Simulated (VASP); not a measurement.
Write the native input for VASP 6.6.1 that does the following.

* Task: relaxation of cell and atoms
* Functional: PBE
* Potentials or basis: VASP PAW PBE potentials, release 64 (Y_sv, Be)
* Cutoff: 600 eV
* k mesh: 8 × 8 × 8
* Occupations: gaussian, width 0.1 eV
* Spin: no spin polarisation
* Dipole correction: no
* Further INCAR settings: ALGO = Fast; EDIFF = 1e-06; IBRION = 2; EDIFFG = -0.01; NSW = 100; ISIF = 3

The structure of Y3Be2 lies in POSCAR:

```
Y3Be2
1.0
    5.1381977553      0.0000000000      0.0000000000
    0.0000000000      5.1381977553      0.0000000000
    0.0000000000      0.0000000000      5.1381977553
Y Be
3 2
Direct
    0.0000000000      0.5000000000      0.5000000000
    0.5000000000      0.0000000000      0.5000000000
    0.5000000000      0.5000000000      0.0000000000
    0.0000000000      0.0000000000      0.0000000000
    0.5000000000      0.5000000000      0.5000000000
```

The input as run:

INCAR

```
SYSTEM = Y3Be2
ALGO = Fast
EDIFF = 1E-6
EDIFFG = -0.01
ENCUT = 600
GGA = PE
IBRION = 2
ISIF = 3
ISMEAR = 0
LASPH = .True.
LCHARG = .False.
LREAL = .False.
LWAVE = .False.
NELM = 100
NSW = 100
PREC = Accurate
SIGMA = 0.1
```

KPOINTS

```
k-points
0
Gamma
  8 8 8
  0 0 0
```

Potentials or basis: VASP PAW PBE potentials, release 64 (Y_sv, Be).

The run is started by

```console
$ cat potpaw_PBE.64/Y_sv/POTCAR potpaw_PBE.64/Be/POTCAR > POTCAR
$ mpirun -np 1 vasp_std > vasp.out
```

Results of the run:

The relaxed volume is 27.27 Å³/atom. The relaxed cell is a = 5.147 Å, b = 5.147 Å, c = 5.147 Å, α = 90.00°, β = 90.00°, γ = 90.00° and the space group after relaxing (to 0.05 Å) is Pm-3m (No. 221). The energy gained by relaxing is 0.1 meV/atom, the ionic steps are 2 and the pressure after relaxing is 0.0 GPa.

It took 8.8 min on 1 thread of Intel(R) Xeon(R) Platinum 8488C (Sapphire Rapids), with other jobs on the host, peak memory 0.35 GiB.
